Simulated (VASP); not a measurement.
# NiO (F-43m) in VASP: a series of runs, part 2 of 2

VASP 6.6.1.

## Step 4: Single point, PBE+U, collinear spin, ferromagnetic start

This run uses another cell than the first one, of 11.67 Å³/atom.

INCAR

```
ALGO     = Normal         # electronic algorithm
EDIFF    = 1E-6           # SCF threshold, eV
ENCUT    = 700            # plane-wave cutoff, eV
GGA      = PE             # functional
GGA_COMPAT= False        
ISIF     = 2              # what is computed and relaxed
ISMEAR   = 0              # smearing method
ISPIN    = 2              # spin polarisation
LASPH    = True           # aspherical terms in the spheres
LCHARG   = False          # write CHGCAR
LDAU     = True           # DFT+U
LDAUJ    = 0 0          
LDAUL    = 2 -1           # shell
LDAUPRINT= 1            
LDAUTYPE = 2            
LDAUU    = 6.2 0          # U, eV
LMAXMIX  = 4              # l up to which the mixer works
LORBIT   = 11             # projections on sites
LREAL    = False          # projectors in reciprocal space
LWAVE    = False          # write WAVECAR
MAGMOM   = 2 0            # initial moments
NBANDS   = 23             # bands
NELM     = 200            # most SCF steps
PREC     = Accurate       # precision mode
SIGMA    = 0.05           # smearing width, eV
```

KPOINTS

```
k-points
0
Gamma
  5 5 5
```

POSCAR

```
NiO
1.0
    0.0000000000      2.2685246777      2.2685246777
    2.2685246777      0.0000000000      2.2685246777
    2.2685246777      2.2685246777      0.0000000000
Ni O
1 1
Direct
    0.0000000000      0.0000000000      0.0000000000
    0.2500000000      0.2500000000      0.2500000000
```

Potentials or basis: VASP PAW PBE potentials, release 64 (Ni_sv_GW, O).

Launch:

```console
> cat potpaw_PBE.64/Ni_sv_GW/POTCAR potpaw_PBE.64/O/POTCAR > POTCAR
> mpirun -np 1 vasp_std > vasp.out
```

OUTCAR:

```text
EDIFF = 1E-6
   ENCUT = 700
   GGA = PE
   ISIF = 2
   ISMEAR = 0
   ISPIN = 2
   LASPH = True
   LORBIT = 11
   LREAL = False
   NELM = 200
   PREC = Accurate

 ion  position               nearest neighbor table
   1  0.000  0.000  0.000-   2 1.96   2 1.96   2 1.96   2 1.96
   2  0.250  0.250  0.250-   1 1.96   1 1.96   1 1.96   1 1.96

  LATTYP: Found a face centered cubic cell.
 ALAT       =     4.5370493554

  Lattice vectors:

 A1 = (   0.0000000000,   2.2685246777,   2.2685246777)
 A2 = (   2.2685246777,   0.0000000000,   2.2685246777)
 A3 = (   2.2685246777,   2.2685246777,   0.0000000000)

Analysis of symmetry for initial positions (statically):
=====================================================================
 Subroutine PRICEL returns:
 Original cell was already a primitive cell.

 Routine SETGRP: Setting up the symmetry group for a
 face centered cubic supercell.

 Subroutine GETGRP returns: Found 24 space group operations
 (whereof 24 operations were pure point group operations)
 out of a pool of 48 trial point group operations.

The static configuration has the point symmetry T_d .

Analysis of symmetry for dynamics (positions and initial velocities):
=====================================================================
 Subroutine PRICEL returns:
 Original cell was already a primitive cell.

 Routine SETGRP: Setting up the symmetry group for a
 face centered cubic supercell.

 Subroutine GETGRP returns: Found 24 space group operations
 (whereof 24 operations were pure point group operations)
 out of a pool of 48 trial point group operations.

The dynamic configuration has the point symmetry T_d .

Analysis of structural, dynamic, and magnetic symmetry:
=====================================================================
 Subroutine PRICEL returns:
 Original cell was already a primitive cell.

 Routine SETGRP: Setting up the symmetry group for a
 face centered cubic supercell.
[... 169 lines left out ...]
  ext. energy  EPLUGINS =         0.00000000
  ---------------------------------------------------
  free energy    TOTEN  =        -8.82349565 eV

  energy without entropy =       -8.82070514  energy(sigma->0) =       -8.82210040

 E-fermi :   5.2773     XC(G=0): -11.3034

 val. band max:        5.2737335868   @ k =  -0.4000   0.4000   0.2000
 cond. band min:       5.3673050391   @ k =  -0.4000   0.4000   0.0000
 fundamental gap:      0.0935714523
 Fermi energy:         5.2772625476

 spin component 1

 k-point     1 :       0.0000    0.0000    0.0000
  band No.  band energies     occupation
      1    -100.1826      1.00000
      2     -60.5584      1.00000
      3     -60.5584      1.00000
      4     -60.5584      1.00000
      5     -14.9315      1.00000
      6      -2.8146      1.00000
[... 249 lines left out ...]
     22      32.2557      0.00000
     23      32.7296      0.00000
 Fermi energy:         5.2772625476

 spin component 2

 k-point     1 :       0.0000    0.0000    0.0000
  band No.  band energies     occupation
      1     -97.9952      1.00000
      2     -58.4289      1.00000
      3     -58.4289      1.00000
      4     -58.4289      1.00000
      5     -14.4787      1.00000
      6       0.0929      1.00000
[... 249 lines left out ...]
     22      32.6667      0.00000
     23      32.9140      0.00000

------------------------ aborting loop because EDIFF is reached ----------------------------------------

  FORCE on cell =-STRESS in cart. coord.  units (eV):
  Direction    XX          YY          ZZ          XY          YZ          ZX
  --------------------------------------------------------------------------------------
  -------------------------------------------------------------------------------------
  Total       -0.4597099     -0.4597099     -0.4597099      0.0000000      0.0000000      0.0000000
  in kB      -31.5452429    -31.5452429    -31.5452429      0.0000000      0.0000000      0.0000000
  external PRESSURE =     -31.5452429 kB  Pullay stress =       0.0000000 kB

 VOLUME and BASIS-vectors are now :
 -----------------------------------------------------------------------------
  energy-cutoff  :      700.00
  volume of cell :       23.35
      direct lattice vectors                 reciprocal lattice vectors
     0.000000000  2.268524678  2.268524678    -0.220407565  0.220407565  0.220407565
     2.268524678  0.000000000  2.268524678     0.220407565 -0.220407565  0.220407565
     2.268524678  2.268524678  0.000000000     0.220407565  0.220407565 -0.220407565

 POSITION                                       TOTAL-FORCE (eV/Angst)
 -----------------------------------------------------------------------------------
      0.00000      0.00000      0.00000        -0.000000     -0.000000     -0.000000
      1.13426      1.13426      1.13426         0.000000      0.000000      0.000000
 -----------------------------------------------------------------------------------
    total drift:                                0.000000      0.000000      0.000000

  FREE ENERGIE OF THE ION-ELECTRON SYSTEM (eV)
  ---------------------------------------------------
  free  energy   TOTEN  =        -8.8234956541 eV

  energy  without entropy=       -8.8207051431  energy(sigma->0) =       -8.82210040

 total charge

# of ion       s       p       d       f       tot
--------------------------------------------------
    1        2.178   6.252   7.718   0.009  16.157
    2        1.548   3.446   0.000   0.000   4.994
--------------------------------------------------
tot          3.726   9.697   7.718   0.009  21.150

 magnetization (x)

# of ion       s       p       d       f       tot
--------------------------------------------------
    1        0.005   0.018   1.729   0.001   1.752
    2        0.015   0.258   0.000   0.000   0.274
--------------------------------------------------
tot          0.020   0.276   1.729   0.001   2.026
```

Run time: 16 s. Hardware: 1 thread of AMD EPYC 9R45 (Zen 5), shared host; peak memory 0.16 GiB.

What came out:

```yaml
Free_energy: -8.8235 eV
Pressure: -3.2 GPa
Band_gap_on_the_k_mesh: zero (filled and empty bands overlap)
Net_moment: 2.02 μB per cell
Site_moments: Ni +1.75; O +0.27 μB
Valence_electrons_inside_the_program's_atomic_spheres: Ni 16.16; O 4.99
```

Levels at points of the mesh, in eV from the Fermi level:
Spin up:
```tsv
k point	band 11	band 12	band 13	band 14	band 15	band 16
(0.00, 0.00, 0.00)	-1.80	-1.80	-1.80	-0.35	13.19	13.19
```
Spin down:
| k point | band 9 | band 10 | band 11 | band 12 | band 13 | band 14 |
| --- | --- | --- | --- | --- | --- | --- |
| (0.00, 0.00, 0.00) | -4.53 | -4.53 | -0.25 | 1.64 | 1.64 | 1.64 |

Eigenvalues of the final occupation matrices:
| site | spin | trace | eigenvalues |
| --- | --- | --- | --- |
| site 1 d | 1 | 4.74 | 0.94 0.94 0.95 0.95 0.95 |
| site 1 d | 2 | 3.01 | 0.39 0.39 0.39 0.92 0.92 |

Caveat: the k points lie up to 0.48 Å⁻¹ apart, too coarse for converged energies and pressures of a metal; a cell with one magnetic atom can't hold antiferromagnetic order, which such compounds often take. The state reached can hang on the start; a lower one may exist.

The gap in the log of VASP goes by the Fermi energy; the results here count the filled bands.